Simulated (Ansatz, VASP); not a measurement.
## Two plane-wave programs on Si

```
CELL_PARAMETERS angstrom
0.00000 8.14605 8.14605
8.14605 0.00000 8.14605
8.14605 8.14605 0.00000
ATOMIC_POSITIONS crystal
Si 0.00023 0.00023 0.32920
Si 0.00023 0.00023 0.67034
Si 0.00023 0.32920 0.00023
Si 0.99987 0.33338 0.33338
Si 0.00023 0.32920 0.67034
Si 0.00023 0.67034 0.00023
Si 0.00023 0.67034 0.32920
Si 0.99988 0.66671 0.66671
Si 0.32920 0.00023 0.00023
Si 0.33338 0.99987 0.33338
Si 0.32920 0.00023 0.67034
Si 0.33338 0.33338 0.99987
Si 0.33338 0.33338 0.33338
Si 0.33306 0.33306 0.66694
Si 0.32920 0.67034 0.00023
Si 0.33306 0.66694 0.33306
Si 0.33306 0.66694 0.66694
Si 0.67034 0.00023 0.00023
Si 0.67034 0.00023 0.32920
Si 0.66671 0.99988 0.66671
Si 0.67034 0.32920 0.00023
Si 0.66694 0.33306 0.33306
Si 0.66694 0.33306 0.66694
Si 0.66671 0.66671 0.99988
Si 0.66694 0.66694 0.33306
Si 0.66671 0.66671 0.66671
Si 0.07782 0.07782 0.07782
Si 0.08351 0.08351 0.41649
Si 0.07782 0.07782 0.76654
Si 0.08351 0.41649 0.08351
Si 0.08351 0.41649 0.41649
Si 0.08295 0.41654 0.75026
Si 0.07782 0.76654 0.07782
Si 0.08295 0.75026 0.41654
Si 0.08295 0.75026 0.75026
Si 0.41649 0.08351 0.08351
Si 0.41649 0.08351 0.41649
Si 0.41654 0.08295 0.75026
Si 0.41649 0.41649 0.08351
Si 0.41681 0.41681 0.41681
Si 0.41681 0.41681 0.74958
Si 0.41654 0.75026 0.08295
Si 0.41681 0.74958 0.41681
Si 0.41654 0.75026 0.75026
Si 0.76654 0.07782 0.07782
Si 0.75026 0.08295 0.41654
Si 0.75026 0.08295 0.75026
Si 0.75026 0.41654 0.08295
Si 0.74958 0.41681 0.41681
Si 0.75026 0.41654 0.75026
Si 0.75026 0.75026 0.08295
Si 0.75026 0.75026 0.41654
Si 0.75000 0.75000 0.75000
```

Change from the starting cell: Si vacancy, charge +0, ions relaxed.

Alike in both runs: functional PBE; k mesh 3 × 3 × 3; occupations fermi-dirac, width 0.01 eV; no spin polarisation.

Ansatz relaxed the structure, and its values are those at the end. VASP's run is a single point on that final structure, the one shown.

|  | VASP | Ansatz |
| --- | --- | --- |
| version | VASP 6.6.1 | Ansatz 0.2.0 |
| potentials or method | VASP PAW PBE potentials, release 64 (Si) | plane-wave PAW, scalar-relativistic |
| plane-wave cutoff (eV) | 520 | 420 |
| valence electrons in the cell | 212 | 212 |

Ansatz gave:

```
pressure (GPa)                     : 0.9
rms of the force components (eV/Å) : 0.005
```

Problem. Estimate VASP's values.

Solution. Pressure (GPa): 0.8; rms of the force components (eV/Å): 0.006.

Ansatz's warnings: stress scf threshold loose.
